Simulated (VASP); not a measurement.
Input of a VASP 6.6.1 run:

Contents of INCAR:

```
SYSTEM = SnTe
  PREC = Accurate
  ENCUT = 520
  EDIFF = 1E-6
  ISMEAR = -1
  SIGMA = 0.08
  LREAL = .FALSE.
  LASPH = .TRUE.
  NELM = 100
  ALGO = Normal
  ISIF = 2
  LWAVE = .FALSE.
  LCHARG = .FALSE.
  GGA = CA
  NBANDS = 17
```

File KPOINTS:

```
Automatic mesh
0
G
  11 11 11
  0 0 0
```

The input POSCAR:

```
SnTe
1.0
    0.0000000000      3.1565000000      3.2511950000
    3.1565000000      0.0000000000      3.2511950000
    3.1565000000      3.1565000000      0.0000000000
Sn Te
1 1
Direct
    0.0000000000      0.0000000000      0.0000000000
    0.5000000000      0.5000000000      0.5000000000
```

Potentials or basis: VASP PAW LDA potentials, release 64 (Sn_d, Te).

Run with:

```bash
$ cat potpaw_LDA.64/Sn_d/POTCAR potpaw_LDA.64/Te/POTCAR > POTCAR
$ mpirun -np 1 vasp_std > vasp.out
```

Task: Predict the band gap on the k mesh.

Result: 0.37 eV.

Task: Predict the pressure.

Result: -2.8 GPa.

Stress tensor (GPa, compression positive):
```
-1.77  0.00  0.00
 0.00 -1.77  0.00
 0.00  0.00 -4.78
```

Caveat: the cell differs from its parent crystal (zz strain of +3 %); spin-orbit coupling is left out, which moves the levels of the heavy elements; an odd mesh through Γ misses points on the zone boundary, where band edges can lie.
